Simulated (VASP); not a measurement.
A run of VASP 6.6.1 is set up as follows.

POSCAR

```
CaSe
1.0
    0.0000000000      2.9271245900      2.9271245900
    2.9271245900      0.0000000000      2.9271245900
    2.9271245900      2.9271245900      0.0000000000
Ca Se
1 1
Direct
    0.0000000000      0.0000000000      0.0000000000
    0.5000000000      0.5000000000      0.5000000000
```

Contents of INCAR.step1:

```
SYSTEM = CaSe
PREC = Accurate ; ENCUT = 520
ISMEAR = -1 ; SIGMA = 0.02
LREAL = .False. ; LASPH = .True.
NELM = 80 ; NBANDS = 15
GGA = PE ; ALGO = Normal
EDIFF = 1E-4 ; LWAVE = .True.
LCHARG = .False.
```

The input INCAR.step2:

```
SYSTEM = CaSe
PREC = Accurate ; ENCUT = 520
EDIFF = 1E-6 ; ISMEAR = -1
SIGMA = 0.02 ; LREAL = .False.
LASPH = .True. ; NELM = 80
ALGO = Normal ; ISIF = 2
LWAVE = .False. ; LCHARG = .False.
METAGGA = R2SCAN ; LMIXTAU = .True.
NBANDS = 15 ; ISTART = 1
```

Contents of KPOINTS:

```
Automatic mesh
0
Gamma
  8 8 8
  0 0 0
```

Potentials or basis: VASP PAW PBE potentials, release 64 (Ca_sv, Se).

Run with:

```bash
$ cat potpaw_PBE.64/Ca_sv/POTCAR potpaw_PBE.64/Se/POTCAR > POTCAR
$ cp INCAR.step1 INCAR
$ mpirun -np 1 vasp_std > vasp.out
$ cp INCAR.step2 INCAR
$ mpirun -np 1 vasp_std > vasp.out
```

Question: What does it give for the band gap on the k mesh?

Answer: 2.41 eV (least direct gap 3.39 eV).

Question: What does it give for the pressure?

Answer: 2.6 GPa.

Caveat: the PAW data sets were made with another functional, which shifts forces and pressure a little. A k mesh can miss the band edges.
